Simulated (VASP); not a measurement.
# NbRu3C (Pm-3m) in VASP: a series of runs

NbRu3C is run at these levels: PBE; tasks: single point.

All numbers are computed with VASP 6.6.1; they aren't measurements. Logs are shortened: lines on timing, memory, paths and dates and some standing lists are left out, and cuts for length are marked.

### 1 The cell of the first run

It takes space group Pm-3m (No. 221, cubic). The conventional cell has a = 4.038 Å, b = 4.038 Å, c = 4.038 Å, α = 90.00°, β = 90.00°, γ = 90.00°. Ru (site symmetry 4/mmm) has 2 C at 2.02 Å within 2.7 Å. Within 3.8 Å of Nb (site symmetry m-3m) lie 12 Ru at 2.86 Å and 8 C at 3.50 Å. Within 2.7 Å of C (site symmetry m-3m) lie 6 Ru at 2.02 Å.

### 2 Single point, PBE

Input file INCAR:

```
  PREC = Accurate
  ENCUT = 520
  EDIFF = 1E-6
  ISMEAR = -1
  SIGMA = 0.05
  LREAL = F
  LASPH = T
  NELM = 80
  ALGO = Normal
  ISIF = 2
  LWAVE = F
  LCHARG = F
  GGA = PE
  NBANDS = 38
```

Input file KPOINTS:

```
regular mesh
0
Gamma
  7 7 7
```

Input file POSCAR:

```
NbRu3C
1.0
    4.0378543726      0.0000000000      0.0000000000
    0.0000000000      4.0378543726      0.0000000000
    0.0000000000      0.0000000000      4.0378543726
Ru Nb C
3 1 1
Direct
    0.5000000000      0.5000000000      0.0000000000
    0.5000000000      0.0000000000      0.5000000000
    0.0000000000      0.5000000000      0.5000000000
    0.0000000000      0.0000000000      0.0000000000
    0.5000000000      0.5000000000      0.5000000000
```

Potentials or basis: VASP PAW PBE potentials, release 64 (Ru_pv, Nb_sv, C).

Run with:

```bash
cat potpaw_PBE.64/Ru_pv/POTCAR potpaw_PBE.64/Nb_sv/POTCAR potpaw_PBE.64/C/POTCAR > POTCAR
mpirun -np 1 vasp_std > vasp.out
```

OUTCAR:

```text
PREC = Accurate
   ENCUT = 520
   EDIFF = 1E-6
   ISMEAR = -1
   LREAL = F
   LASPH = T
   NELM = 80
   ISIF = 2
   GGA = PE

 ion  position               nearest neighbor table
   1  0.500  0.500  0.000-   5 2.02   5 2.02   4 2.86   2 2.86   2 2.86   3 2.86   3 2.86   2 2.86
                             4 2.86   2 2.86   3 2.86   4 2.86   3 2.86   4 2.86
   2  0.500  0.000  0.500-   5 2.02   5 2.02   4 2.86   1 2.86   1 2.86   4 2.86   1 2.86   3 2.86
                             3 2.86   1 2.86   3 2.86   4 2.86   4 2.86   3 2.86
   3  0.000  0.500  0.500-   5 2.02   5 2.02   4 2.86   1 2.86   1 2.86   4 2.86   2 2.86   4 2.86
                             4 2.86   1 2.86   2 2.86   2 2.86   1 2.86   2 2.86
   4  0.000  0.000  0.000-   1 2.86   2 2.86   3 2.86   2 2.86   3 2.86   1 2.86   3 2.86   3 2.86
                             1 2.86   2 2.86   2 2.86   1 2.86
   5  0.500  0.500  0.500-   1 2.02   2 2.02   3 2.02   1 2.02   2 2.02   3 2.02

  LATTYP: Found a simple cubic cell.
 ALAT       =     4.0378543726

  Lattice vectors:

 A1 = (   4.0378543726,   0.0000000000,   0.0000000000)
 A2 = (   0.0000000000,   4.0378543726,   0.0000000000)
 A3 = (   0.0000000000,   0.0000000000,   4.0378543726)

Analysis of symmetry for initial positions (statically):
=====================================================================
 Subroutine PRICEL returns:
 Original cell was already a primitive cell.

 Routine SETGRP: Setting up the symmetry group for a
 simple cubic supercell.

 Subroutine GETGRP returns: Found 48 space group operations
 (whereof 48 operations were pure point group operations)
 out of a pool of 48 trial point group operations.

The static configuration has the point symmetry O_h .

Analysis of symmetry for dynamics (positions and initial velocities):
=====================================================================
 Subroutine PRICEL returns:
 Original cell was already a primitive cell.

 Routine SETGRP: Setting up the symmetry group for a
 simple cubic supercell.

 Subroutine GETGRP returns: Found 48 space group operations
 (whereof 48 operations were pure point group operations)
 out of a pool of 48 trial point group operations.

The dynamic configuration has the point symmetry O_h .

 Subroutine INISYM returns: Found 48 space group operations
 (whereof 48 operations are pure point group operations),
 and found     1 'primitive' translations

----------------------------------------------------------------------------------------

                                     Primitive cell

  volume of cell :      65.8343

  direct lattice vectors                    reciprocal lattice vectors
     4.037854373  0.000000000  0.000000000     0.247656282  0.000000000  0.000000000
     0.000000000  4.037854373  0.000000000     0.000000000  0.247656282  0.000000000
     0.000000000  0.000000000  4.037854373     0.000000000  0.000000000  0.247656282

  length of vectors
     4.037854373  4.037854373  4.037854373     0.247656282  0.247656282  0.247656282

  position of ions in fractional coordinates (direct lattice)
     0.500000000  0.500000000  0.000000000
     0.500000000  0.000000000  0.500000000
     0.000000000  0.500000000  0.500000000
     0.000000000  0.000000000  0.000000000
     0.500000000  0.500000000  0.500000000

  ion indices of the primitive-cell ions
   primitive index   ion index
                 1           1
                 2           2
                 3           3
                 4           4
                 5           5

----------------------------------------------------------------------------------------

 KPOINTS: regular mesh

Automatic generation of k-mesh.
 Grid dimensions read from file:
 generate k-points for:    7    7    7

 Generating k-lattice:

  Cartesian coordinates                     Fractional coordinates (reciprocal lattice)
     0.035379469  0.000000000  0.000000000     0.142857143  0.000000000  0.000000000
     0.000000000  0.035379469  0.000000000     0.000000000  0.142857143  0.000000000
     0.000000000  0.000000000  0.035379469     0.000000000  0.000000000  0.142857143

  Length of vectors
     0.035379469  0.035379469  0.035379469

  Shift w.r.t. Gamma in fractional coordinates (k-lattice)
     0.000000000  0.000000000  0.000000000

 Subroutine IBZKPT returns following result:
 ===========================================

 Found     20 irreducible k-points:

 Following reciprocal coordinates:
            Coordinates               Weight
  0.000000  0.000000  0.000000      1.000000
  0.142857  0.000000  0.000000      6.000000
  0.285714  0.000000  0.000000      6.000000
  0.428571  0.000000  0.000000      6.000000
  0.142857  0.142857  0.000000     12.000000
  0.285714  0.142857  0.000000     24.000000
[... 12 lines left out ...]
  0.428571  0.428571  0.285714     24.000000
  0.428571  0.428571  0.428571      8.000000
   k-points           NKPTS =     20   k-points in BZ     NKDIM =     20   number of bands    NBANDS=     38
   number of dos      NEDOS =    301   number of ions     NIONS =      5
   total plane-waves  NPLWV =  27000
   dimension x,y,z NGX =    30 NGY =   30 NGZ =   30
   dimension x,y,z NGXF=    60 NGYF=   60 NGZF=   60
   ions per type =               3   1   1
   NGX,Y,Z   is equivalent  to a cutoff of  12.35, 12.35, 12.35 a.u.
   NGXF,Y,Z  is equivalent  to a cutoff of  24.70, 24.70, 24.70 a.u.
 SYSTEM =  unknown system
   PREC   = accura    normal or accurate (medium, high low for compatibility)
   ISTART =      0    job   : 0-new  1-cont  2-samecut
   ICHARG =      2    charge: 1-file 2-atom 10-const
   ISPIN  =      1    spin polarized calculation?
   LNONCOLLINEAR =      F non collinear calculations
   LSORBIT =      F    spin-orbit coupling
   LASPH  =      T    aspherical Exc in radial PAW
   ENCUT  =  520.0 eV  38.22 Ry    6.18 a.u.   7.51  7.51  7.51*2*pi/ulx,y,z
   NELM   =     80;   NELMIN=  2; NELMDL= -5     # of ELM steps
   EDIFF  = 0.1E-05   stopping-criterion for ELM
   LREAL  =      F    real-space projection
   EDIFFG = 0.1E-04   stopping-criterion for IOM
   NSW    =      0    number of steps for IOM
   IBRION =     -1    ionic relax: 0-MD 1-quasi-New 2-CG
   NFREE  =      0    steps in history (QN), initial steepest desc. (CG)
   ISIF   =      2    stress and relaxation
   ISYM   =      2    0-nonsym 1-usesym 2-fastsym
   POTIM  = 0.5000    time-step for ionic-motion
   TEBEG  =    0.0;   TEEND  =   0.0 temperature during run
   PSTRESS=    0.0 pullay stress
   NELECT =      59.0000    total number of electrons
   NUPDOWN=      -1.0000    fix difference up-down
   EMIN   =  10.00;   EMAX   =-10.00  energy-range for DOS
   EFERMI =   0.00;   METHOD = LEGACY
   ISMEAR =    -1;   SIGMA  =   0.05  broadening in eV -4-tet -1-fermi 0-gaus
   EFERMI_NEDOS =   21; number of points for ismear=-14 and -15
   IALGO  =     38    algorithm
   IMIX   =      4    mixing-type and parameters
     AMIX     =   0.40;   BMIX     =  1.00
     AMIX_MAG =   1.60;   BMIX_MAG =  1.00
  volume/ion in A,a.u.               =      13.17        88.85
  Fermi-wavevector in a.u.,A,eV,Ry     =   1.578368  2.982682 33.895440  2.491245
  Thomas-Fermi vector in A             =   2.678909
   LORBIT       =      0    0 simple, 1 ext, 2 COOP (PROOUT), +10 PAW based schemes
   GGA     = PE    functional components
   LHFCALC =     F    Hartree Fock is set to
   AEXX    =    0.0000 exact exchange contribution
   IVDW    =     0    specifies the selected vdW correction
   LEPSILON=     F    determine dielectric tensor
   LRPA    =     F    only Hartree local field effects (RPA)
 non-spin polarized calculation
  energy-cutoff  :      520.00
  volume of cell :       65.83
 maximum number of plane-waves:      1800
 NGX is ok and might be reduce to    30
   NGX = 15   NGY = 15   NGZ = 15

 number of electron      59.0000035 magnetization

 Free energy of the ion-electron system (eV)
  ---------------------------------------------------
  ext. energy  EPLUGINS =         0.00000000
  ---------------------------------------------------
  free energy    TOTEN  =       -47.35514816 eV

  energy without entropy =      -47.33343866  energy(sigma->0) =      -47.34429341

 E-fermi :  12.4548     XC(G=0): -13.4531

 val. band max:       12.3970494234   @ k =   0.4286   0.1429   0.1429
 cond. band min:      12.4647712949   @ k =   0.4286   0.1429   0.1429
 fundamental gap:      0.0677218715
 Fermi energy:        12.4547827892

 k-point     1 :       0.0000    0.0000    0.0000
  band No.  band energies     occupation
      1     -43.5796      2.00000
      2     -31.3179      2.00000
      3     -31.3179      2.00000
      4     -31.3179      2.00000
      5     -30.6365      2.00000
      6     -30.6365      2.00000
[... 30 lines left out ...]
     37      15.4507      0.00000
     38      17.7070      0.00000

 k-point     2 :       0.1429    0.0000    0.0000
  band No.  band energies     occupation
      1     -43.5797      2.00000
      2     -31.3116      2.00000
      3     -31.3116      2.00000
      4     -31.3070      2.00000
      5     -30.6483      2.00000
      6     -30.6429      2.00000
[... 30 lines left out ...]
     37      15.4391      0.00000
     38      17.3504      0.00000

 k-point     3 :       0.2857    0.0000    0.0000
  band No.  band energies     occupation
      1     -43.5798      2.00000
      2     -31.2972      2.00000
      3     -31.2972      2.00000
      4     -31.2810      2.00000
      5     -30.6772      2.00000
      6     -30.6581      2.00000
[... 30 lines left out ...]
     37      15.4162      0.00000
[... 617 lines left out ...]
 k-point    19 :       0.4286    0.4286    0.2857
  band No.  band energies     occupation
      1     -43.5780      2.00000
      2     -31.5890      2.00000
      3     -31.1074      2.00000
      4     -31.0562      2.00000
      5     -30.8389      2.00000
      6     -30.8083      2.00000
[... 30 lines left out ...]
     37      16.1060      0.00000
     38      17.1373      0.00000

 k-point    20 :       0.4286    0.4286    0.4286
  band No.  band energies     occupation
      1     -43.5773      2.00000
      2     -31.6377      2.00000
      3     -31.0550      2.00000
      4     -31.0550      2.00000
      5     -30.8429      2.00000
      6     -30.8418      2.00000
[... 30 lines left out ...]
     37      15.0481      0.00000
     38      17.8416      0.00000

------------------------ aborting loop because EDIFF is reached ----------------------------------------

  FORCE on cell =-STRESS in cart. coord.  units (eV):
  Direction    XX          YY          ZZ          XY          YZ          ZX
  --------------------------------------------------------------------------------------
  -------------------------------------------------------------------------------------
  Total        0.9030119      0.9030119      0.9030119      0.0000000      0.0000000      0.0000000
  in kB       21.9761741     21.9761741     21.9761741      0.0000000      0.0000000      0.0000000
  external PRESSURE =      21.9761741 kB  Pullay stress =       0.0000000 kB

 VOLUME and BASIS-vectors are now :
 -----------------------------------------------------------------------------
  energy-cutoff  :      520.00
  volume of cell :       65.83
      direct lattice vectors                 reciprocal lattice vectors
     4.037854373  0.000000000  0.000000000     0.247656282  0.000000000  0.000000000
     0.000000000  4.037854373  0.000000000     0.000000000  0.247656282  0.000000000
     0.000000000  0.000000000  4.037854373     0.000000000  0.000000000  0.247656282

 POSITION                                       TOTAL-FORCE (eV/Angst)
 -----------------------------------------------------------------------------------
      2.01893      2.01893      0.00000         0.000000      0.000000      0.000000
      2.01893      0.00000      2.01893         0.000000      0.000000      0.000000
      0.00000      2.01893      2.01893         0.000000      0.000000      0.000000
      0.00000      0.00000      0.00000         0.000000      0.000000      0.000000
      2.01893      2.01893      2.01893         0.000000      0.000000      0.000000
 -----------------------------------------------------------------------------------
    total drift:                                0.000000      0.000000     -0.000000

  FREE ENERGIE OF THE ION-ELECTRON SYSTEM (eV)
  ---------------------------------------------------
  free  energy   TOTEN  =       -47.3551481597 eV

  energy  without entropy=      -47.3334386582  energy(sigma->0) =      -47.34429341
```

It took 49 s on 1 thread of Intel Xeon 6975P-C, shared host; peak memory 0.19 GiB.

Results:

* Free energy: -47.3551 eV
* Pressure: 2.2 GPa

Levels at points of the mesh, in eV from the Fermi level:
```tsv
k point	band 26	band 27	band 28	band 29	band 30	band 31	band 32	band 33
(0.00, 0.00, 0.00)	-2.63	-1.42	-1.42	0.64	0.68	0.68	0.68	1.89
```

### 3 Single point, PBE

This run uses another cell than the first one, of 13.44 Å³/atom, 1.020 times its volume.

Input file INCAR:

```
  PREC = Accurate
  ENCUT = 520
  EDIFF = 1E-7
  ISMEAR = -1
  SIGMA = 0.05
  LREAL = False
  LASPH = True
  NELM = 60
  ALGO = Normal
  ISIF = 2
  LWAVE = False
  LCHARG = False
  GGA = PE
  NBANDS = 38
```

Input file KPOINTS:

```
Automatic mesh
0
Gamma
  7 7 7
```

Edit POSCAR of step 2 so:

```diff
@@ -2,5 +2,5 @@
 1.0
-    4.0378543726      0.0000000000      0.0000000000
-    0.0000000000      4.0378543726      0.0000000000
-    0.0000000000      0.0000000000      4.0378543726
+    4.0651380000      0.0000000000      0.0000000000
+    0.0000000000      4.0651380000      0.0000000000
+    0.0000000000      0.0000000000      4.0651380000
 Ru Nb C
```

Potentials or basis: VASP PAW PBE potentials, release 64 (Ru_pv, Nb_sv, C).

Run with:

```bash
cat potpaw_PBE.64/Ru_pv/POTCAR potpaw_PBE.64/Nb_sv/POTCAR potpaw_PBE.64/C/POTCAR > POTCAR
mpirun -np 1 vasp_std > vasp.out
```

It took 57 s on 1 thread of Intel Xeon 6975P-C, shared host; peak memory 0.2 GiB.

Results (log left out):

```
Free energy : -47.3503 eV
Pressure    : -3.5 GPa
```

Levels at points of the mesh, in eV from the Fermi level:
```csv
k point,band 25,band 26,band 27,band 28,band 29,band 30,band 31,band 32,band 33,band 34
"(0.00, 0.00, 0.00)",-2.55,-2.55,-1.38,-1.38,0.61,0.65,0.65,0.65,1.83,1.83
```

### 4 Single point, PBE

This run uses another cell than the first one, of 13.44 Å³/atom, 1.020 times its volume.

Input file INCAR:

```
SYSTEM = NbRu3C
  PREC = Accurate
  ENCUT = 520
  EDIFF = 1E-6
  ISMEAR = -1
  SIGMA = 0.05
  LREAL = .False.
  LASPH = .True.
  NELM = 60
  ALGO = Normal
  ISIF = 2
  LWAVE = .False.
  LCHARG = .False.
  GGA = PE
  NBANDS = 38
```

Input file KPOINTS:

```
regular mesh
0
Gamma
  7 7 7
  0 0 0
```

POSCAR is that of step 3.

Run with:

```bash
cat potpaw_PBE.64/Ru_pv/POTCAR potpaw_PBE.64/Nb_sv/POTCAR potpaw_PBE.64/C/POTCAR > POTCAR
mpirun -np 1 vasp_std > vasp.out
```

Run time: 50 s. Hardware: 1 thread of Intel Xeon 6975P-C, shared host; peak memory 0.19 GiB.

It converged, with:

| Item | Value |
| --- | --- |
| Free energy | -47.3503 eV |
| Pressure | -3.5 GPa |

Levels at points of the mesh, in eV from the Fermi level:
| k point | band 27 | band 28 | band 29 | band 30 | band 31 | band 32 |
| --- | --- | --- | --- | --- | --- | --- |
| (0.00, 0.00, 0.00) | -1.38 | -1.38 | 0.61 | 0.65 | 0.65 | 0.65 |

(Part 1 of 2 ends here.)
